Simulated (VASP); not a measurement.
# SnPb3O8 (P1) in VASP: single point with r2SCAN

Aim: the single point of SnPb3O8 with r2SCAN.

All numbers are computed with VASP 6.6.1; they aren't measurements. Logs are shortened: lines on timing, memory, paths and dates and some standing lists are left out, and cuts for length are marked.

## (1) The cell of the first run

The typed cell holds 12 atoms: a = 4.926 Å, b = 4.926 Å, c = 6.697 Å, α = 90.00°, β = 90.00°, γ = 90.00°.

## (2) Single point, r2SCAN, collinear spin, ferromagnetic start

Contents of POSCAR:

```
SnPb3O8
1.0
    4.9264910000      0.0000000000      0.0000000000
    0.0000000000      4.9264910000      0.0000000000
    0.0000000000      0.0000000000      6.6970310000
Pb Sn O
3 1 8
Direct
    0.9998280000      0.0103500000      0.0063250000
    0.0029020000      0.9934200000      0.4892750000
    0.4974260000      0.5045170000      0.2549050000
    0.5058960000      0.5070090000      0.7536810000
    0.3008010000      0.2927420000      0.9988510000
    0.3164820000      0.3191180000      0.4955250000
    0.6879750000      0.6839790000      0.0067520000
    0.6983130000      0.7007270000      0.5102910000
    0.1876910000      0.7961950000      0.2534290000
    0.1937970000      0.7886280000      0.7485020000
    0.8042970000      0.1987720000      0.2497180000
    0.8015650000      0.1889320000      0.7502000000
```

Contents of INCAR.step1:

```
SYSTEM = SnPb3O8
PREC     = Accurate       ! precision mode
ENCUT    = 660            ! plane-wave cutoff, eV
ISMEAR   = -1             ! smearing method
SIGMA    = 0.05           ! smearing width, eV
LREAL    = .False.        ! projectors in reciprocal space
LASPH    = .True.         ! aspherical terms in the spheres
NELM     = 200            ! most SCF steps
ISPIN    = 2              ! spin polarisation
MAGMOM   = 0.333 0.333 0.333 0.333 0.333 0.333 0.333 0.333 0.333 0.333 0.333 0.333 ! initial moments
NBANDS   = 68             ! bands
GGA      = PE             ! functional
ALGO     = Normal         ! electronic algorithm
EDIFF    = 1E-5           ! SCF threshold, eV
LWAVE    = .True.         ! write WAVECAR
LCHARG   = .False.        ! write CHGCAR
GGA_COMPAT= .False.
```

Contents of INCAR.step2:

```
SYSTEM = SnPb3O8
PREC     = Accurate       ! precision mode
ENCUT    = 660            ! plane-wave cutoff, eV
EDIFF    = 1E-6           ! SCF threshold, eV
ISMEAR   = -1             ! smearing method
SIGMA    = 0.05           ! smearing width, eV
LREAL    = .False.        ! projectors in reciprocal space
LASPH    = .True.         ! aspherical terms in the spheres
NELM     = 200            ! most SCF steps
ALGO     = Normal         ! electronic algorithm
ISIF     = 2              ! what is computed and relaxed
LWAVE    = .False.        ! write WAVECAR
LCHARG   = .True.         ! write CHGCAR
ISPIN    = 2              ! spin polarisation
MAGMOM   = 0.333 0.333 0.333 0.333 0.333 0.333 0.333 0.333 0.333 0.333 0.333 0.333 ! initial moments
LORBIT   = 11             ! projections on sites
METAGGA  = R2SCAN         ! meta-GGA
LMIXTAU  = .True.       
LELF     = .True.         ! ELF
LVHAR    = .True.       
NBANDS   = 68             ! bands
ISTART   = 1            
GGA_COMPAT= .False.
```

Contents of KPOINTS:

```
Automatic mesh
0
Gamma
  2 2 2
  0.5 0.5 0.5
```

Potentials or basis: VASP PAW PBE potentials, release 64 (Pb_d, Sn_d, O).

The run is started by

```bash
$ cat potpaw_PBE.64/Pb_d/POTCAR potpaw_PBE.64/Sn_d/POTCAR potpaw_PBE.64/O/POTCAR > POTCAR
$ cp INCAR.step1 INCAR
$ mpirun -np 1 vasp_std > vasp.out
$ cp INCAR.step2 INCAR
$ mpirun -np 1 vasp_std > vasp.out
```

OUTCAR:

```text
SYSTEM = SnPb3O8
   PREC = Accurate
   ENCUT = 660
   EDIFF = 1E-6
   ISMEAR = -1
   LREAL = .False.
   LASPH = .True.
   NELM = 200
   ISIF = 2
   ISPIN = 2
   LORBIT = 11
   METAGGA = R2SCAN
   ISTART = 1

 ion  position               nearest neighbor table
   1  1.000  0.010  0.006-   5 2.03  11 2.11  12 2.16   9 2.17   7 2.22  10 2.26   2 3.24   2 3.46
                             3 3.84   4 3.84   3 3.85   4 3.86   3 3.87   4 3.88   3 3.89   4 3.90
   2  0.003  0.993  0.489-   9 2.07   8 2.09  11 2.13  10 2.22   6 2.23  12 2.23   1 3.24   1 3.46
                             3 3.77   3 3.80   3 3.84   4 3.86   3 3.87   4 3.88   4 3.94
   3  0.497  0.505  0.255-   6 2.06   9 2.10   7 2.10  11 2.13   8 2.20   5 2.23   4 3.34   4 3.36
                             2 3.77   2 3.80   1 3.84   2 3.84   1 3.85   1 3.87   2 3.87   1 3.89
   4  0.506  0.507  0.754-  10 2.07   7 2.11   8 2.11  12 2.14   6 2.17   5 2.20   3 3.34   3 3.36
                             1 3.84   2 3.86   1 3.86   2 3.88   1 3.88   1 3.90   2 3.94
   5  0.301  0.293  0.999-   1 2.03   4 2.20   3 2.23
   6  0.316  0.319  0.496-   3 2.06   4 2.17   2 2.23
   7  0.688  0.684  0.007-   3 2.10   4 2.11   1 2.22
   8  0.698  0.701  0.510-   2 2.09   4 2.11   3 2.20
   9  0.188  0.796  0.253-   2 2.07   3 2.10   1 2.17
  10  0.194  0.789  0.749-   4 2.07   2 2.22   1 2.26
  11  0.804  0.199  0.250-   1 2.11   2 2.13   3 2.13
  12  0.802  0.189  0.750-   4 2.14   1 2.16   2 2.23

  LATTYP: Found a simple tetragonal cell.
 ALAT       =     4.9264910000
 C/A-ratio  =     1.3593917050

  Lattice vectors:

 A1 = (   4.9264910000,   0.0000000000,   0.0000000000)
 A2 = (   0.0000000000,   4.9264910000,   0.0000000000)
 A3 = (   0.0000000000,   0.0000000000,   6.6970310000)

Analysis of symmetry for initial positions (statically):
=====================================================================
 Subroutine PRICEL returns:
 Original cell was already a primitive cell.

 Routine SETGRP: Setting up the symmetry group for a
 simple tetragonal supercell.

 Subroutine GETGRP returns: Found  1 space group operations
 (whereof  1 operations were pure point group operations)
 out of a pool of 16 trial point group operations.

The static configuration has the point symmetry C_1 .

Analysis of symmetry for dynamics (positions and initial velocities):
=====================================================================
 Subroutine PRICEL returns:
 Original cell was already a primitive cell.

 Routine SETGRP: Setting up the symmetry group for a
 simple tetragonal supercell.

 Subroutine GETGRP returns: Found  1 space group operations
 (whereof  1 operations were pure point group operations)
 out of a pool of 16 trial point group operations.

The dynamic configuration has the point symmetry C_1 .

Analysis of structural, dynamic, and magnetic symmetry:
=====================================================================
 Subroutine PRICEL returns:
 Original cell was already a primitive cell.

 Routine SETGRP: Setting up the symmetry group for a
 simple tetragonal supercell.

 Subroutine GETGRP returns: Found  1 space group operations
 (whereof  1 operations were pure point group operations)
 out of a pool of 16 trial point group operations.

The overall configuration has the point symmetry C_1 .

 Subroutine INISYM returns: Found  1 space group operations
 (whereof  1 operations are pure point group operations),
 and found     1 'primitive' translations

----------------------------------------------------------------------------------------

                                     Primitive cell

  volume of cell :     162.5390

  direct lattice vectors                    reciprocal lattice vectors
     4.926491000  0.000000000  0.000000000     0.202984234  0.000000000  0.000000000
     0.000000000  4.926491000  0.000000000     0.000000000  0.202984234  0.000000000
     0.000000000  0.000000000  6.697031000     0.000000000  0.000000000  0.149319900

  length of vectors
     4.926491000  4.926491000  6.697031000     0.202984234  0.202984234  0.149319900

  position of ions in fractional coordinates (direct lattice)
[... 76 lines left out ...]
   ENCUT  =  660.0 eV  48.51 Ry    6.96 a.u.  10.32 10.32 14.03*2*pi/ulx,y,z
   NELM   =    200;   NELMIN=  2; NELMDL=  0     # of ELM steps
   EDIFF  = 0.1E-05   stopping-criterion for ELM
   LREAL  =      F    real-space projection
   EDIFFG = 0.1E-04   stopping-criterion for IOM
   NSW    =      0    number of steps for IOM
   IBRION =     -1    ionic relax: 0-MD 1-quasi-New 2-CG
   NFREE  =      0    steps in history (QN), initial steepest desc. (CG)
   ISIF   =      2    stress and relaxation
   ISYM   =      2    0-nonsym 1-usesym 2-fastsym
   POTIM  = 0.5000    time-step for ionic-motion
   TEBEG  =    0.0;   TEEND  =   0.0 temperature during run
   PSTRESS=    0.0 pullay stress
   NELECT =     104.0000    total number of electrons
   NUPDOWN=      -1.0000    fix difference up-down
   EMIN   =  10.00;   EMAX   =-10.00  energy-range for DOS
   EFERMI =   0.00;   METHOD = LEGACY
   ISMEAR =    -1;   SIGMA  =   0.05  broadening in eV -4-tet -1-fermi 0-gaus
   EFERMI_NEDOS =   21; number of points for ismear=-14 and -15
   IALGO  =     38    algorithm
   IMIX   =      4    mixing-type and parameters
     AMIX     =   0.40;   BMIX     =  1.00
     AMIX_MAG =   1.60;   BMIX_MAG =  1.00
  volume/ion in A,a.u.               =      13.54        91.41
  Fermi-wavevector in a.u.,A,eV,Ry     =   1.410696  2.665829 27.076447  1.990063
  Thomas-Fermi vector in A             =   2.532623
   LORBIT       =     11    0 simple, 1 ext, 2 COOP (PROOUT), +10 PAW based schemes
   METAGGA = R2SCAN    functional components
   LHFCALC =     F    Hartree Fock is set to
   AEXX    =    0.0000 exact exchange contribution
   IVDW    =     0    specifies the selected vdW correction
   LEPSILON=     F    determine dielectric tensor
   LRPA    =     F    only Hartree local field effects (RPA)
 spin polarized calculation
  energy-cutoff  :      660.00
  volume of cell :      162.54
 maximum number of plane-waves:      6245
 NGX is ok and might be reduce to    42
   NGX = 21   NGY = 21   NGZ = 29

 number of electron     103.9999996 magnetization      -0.0000000

 number of electron     103.9999996 magnetization       0.0000000

 Free energy of the ion-electron system (eV)
  ---------------------------------------------------
  ext. energy  EPLUGINS =         0.00000000
  ---------------------------------------------------
  free energy    TOTEN  =      -255.05311093 eV

  energy without entropy =     -255.05311093  energy(sigma->0) =     -255.05311093

 E-fermi :   5.3026     XC(G=0): -11.5227

 val. band max:        4.0883873667   @ k =  -0.2500  -0.2500   0.2500
 cond. band min:       6.6739832352   @ k =   0.2500  -0.2500   0.2500
 fundamental gap:      2.5855958685
 Fermi energy:         5.3026459836

 spin component 1

 k-point     1 :       0.2500    0.2500    0.2500
  band No.  band energies     occupation
      1     -16.7178      1.00000
      2     -16.6823      1.00000
      3     -16.2531      1.00000
      4     -16.1471      1.00000
      5     -16.1205      1.00000
      6     -15.1735      1.00000
[... 257 lines left out ...]
     63      15.2416      0.00000
     64      15.4631      0.00000
 Fermi energy:         5.3026459836

 spin component 2

 k-point     1 :       0.2500    0.2500    0.2500
  band No.  band energies     occupation
      1     -16.7178      1.00000
      2     -16.6823      1.00000
      3     -16.2531      1.00000
      4     -16.1471      1.00000
      5     -16.1205      1.00000
      6     -15.1735      1.00000
[... 257 lines left out ...]
     63      15.2416      0.00000
     64      15.4631      0.00000
 [bands above 64 left out]

------------------------ aborting loop because EDIFF is reached ----------------------------------------

  FORCE on cell =-STRESS in cart. coord.  units (eV):
  Direction    XX          YY          ZZ          XY          YZ          ZX
  --------------------------------------------------------------------------------------
  -------------------------------------------------------------------------------------
  Total        2.0556582      1.5140764      2.4378398      0.9558301     -0.3552267     -1.2590996
  in kB       20.2630021     14.9245304     24.0302367      9.4217936     -3.5015349    -12.4111774
  external PRESSURE =      19.7392564 kB  Pullay stress =       0.0000000 kB

 VOLUME and BASIS-vectors are now :
 -----------------------------------------------------------------------------
  energy-cutoff  :      660.00
  volume of cell :      162.54
      direct lattice vectors                 reciprocal lattice vectors
     4.926491000  0.000000000  0.000000000     0.202984234  0.000000000  0.000000000
     0.000000000  4.926491000  0.000000000     0.000000000  0.202984234  0.000000000
     0.000000000  0.000000000  6.697031000     0.000000000  0.000000000  0.149319900

 POSITION                                       TOTAL-FORCE (eV/Angst)
 -----------------------------------------------------------------------------------
      4.92564      0.05099      0.04236        -0.667394     -1.273421     -1.847549
      0.01430      4.89407      3.27669         0.365672      1.023301      2.595139
      2.45056      2.48550      1.70711         0.440523     -0.223456     -0.491867
      2.49229      2.49778      5.04743        -0.132837     -0.599446     -0.100582
      1.48189      1.44219      6.68934         1.654584      1.559531     -0.637360
      1.55915      1.57213      3.31855        -0.470571     -0.663876      1.631392
      3.38930      3.36962      0.04522         0.164893      0.225363     -1.031587
      3.44023      3.45213      3.41743        -0.880752     -0.849283      0.361383
      0.92466      3.92245      1.69722        -0.071304      0.153337     -0.771054
      0.95474      3.88517      5.01274         0.243606     -0.023996      0.262704
      3.96236      0.97925      1.67237         0.002184     -0.092913      0.241471
      3.94890      0.93077      5.02411        -0.648603      0.764860     -0.212090
 -----------------------------------------------------------------------------------
    total drift:                                0.001324     -0.001254      0.000451

  FREE ENERGIE OF THE ION-ELECTRON SYSTEM (eV)
  ---------------------------------------------------
  free  energy   TOTEN  =      -255.0531109282 eV

  energy  without entropy=     -255.0531109281  energy(sigma->0) =     -255.05311093

 total charge

# of ion       s       p       d       tot
------------------------------------------
    1        0.987   0.814  10.057  11.858
    2        0.986   0.809  10.055  11.850
    3        0.984   0.837  10.072  11.892
    4        0.844   0.976  10.277  12.098
    5        1.570   3.460   0.000   5.030
    6        1.572   3.452   0.000   5.024
    7        1.571   3.451   0.000   5.023
    8        1.570   3.470   0.000   5.040
    9        1.577   3.479   0.000   5.056
   10        1.568   3.436   0.000   5.004
   11        1.576   3.467   0.000   5.043
   12        1.569   3.431   0.000   5.001
--------------------------------------------------
tot         16.374  31.083  40.461  87.918

 magnetization (x)

# of ion       s       p       d       tot
------------------------------------------
    1        0.000   0.000   0.000   0.000
    2       -0.000  -0.000   0.000   0.000
    3        0.000   0.000   0.000   0.000
    4        0.000   0.000   0.000   0.000
    5       -0.000  -0.000   0.000  -0.000
    6       -0.000  -0.000   0.000  -0.000
    7        0.000   0.000   0.000   0.000
    8       -0.000  -0.000   0.000  -0.000
    9       -0.000   0.000   0.000   0.000
   10       -0.000  -0.000   0.000  -0.000
   11        0.000   0.000   0.000   0.000
   12       -0.000  -0.000   0.000  -0.000
--------------------------------------------------
tot          0.000  -0.000   0.000  -0.000
```

It took 17 min on 1 thread of Intel Xeon Platinum 8259CL at 2.50GHz (Skylake/Cascade Lake), shared host; peak memory 0.47 GiB.

What came out:

```yaml
Free_energy: -255.0531 eV
Pressure: 2.0 GPa
Largest_force: 2.813 eV/Å
Band_gap_on_the_k_mesh: 2.59 eV (least direct gap 2.60 eV)
Net_moment: 0.00 μB per cell
Valence_electrons_inside_the_program's_atomic_spheres: Pb 11.86, 11.85, 11.89; Sn 12.10; O 5.03, 5.02, 5.04, 5.06, 5.00 (each value once)
```

Forces in eV/Å, atoms in the order of the input:
```
Pb  -0.667 -1.273 -1.848
Pb   0.366  1.023  2.595
Pb   0.441 -0.223 -0.492
Sn  -0.133 -0.599 -0.101
O    1.655  1.560 -0.637
O   -0.471 -0.664  1.631
O    0.165  0.225 -1.032
O   -0.881 -0.849  0.361
O   -0.071  0.153 -0.771
O    0.244 -0.024  0.263
O    0.002 -0.093  0.241
O   -0.649  0.765 -0.212
```

Levels at points of the mesh, in eV from the valence-band top:
Spin up:
| k point | band 49 | band 50 | band 51 | band 52 | band 53 | band 54 | band 55 | band 56 |
| --- | --- | --- | --- | --- | --- | --- | --- | --- |
| (0.25, 0.25, 0.25) | -0.42 | -0.34 | -0.17 | 0.00 | 2.68 | 4.46 | 4.72 | 5.31 |
Spin down:
```csv
k point,band 50,band 51,band 52,band 53,band 54,band 55
"(0.25, 0.25, 0.25)",-0.34,-0.17,0.00,2.68,4.46,4.72
```

Caveat: the k points lie up to 0.64 Å⁻¹ apart; the PAW data sets were made with another functional, which shifts forces and pressure a little; spin-orbit coupling is left out, which moves the levels of the heavy elements; a shifted mesh leaves out Γ, where band edges can lie. A k mesh can miss the band edges.
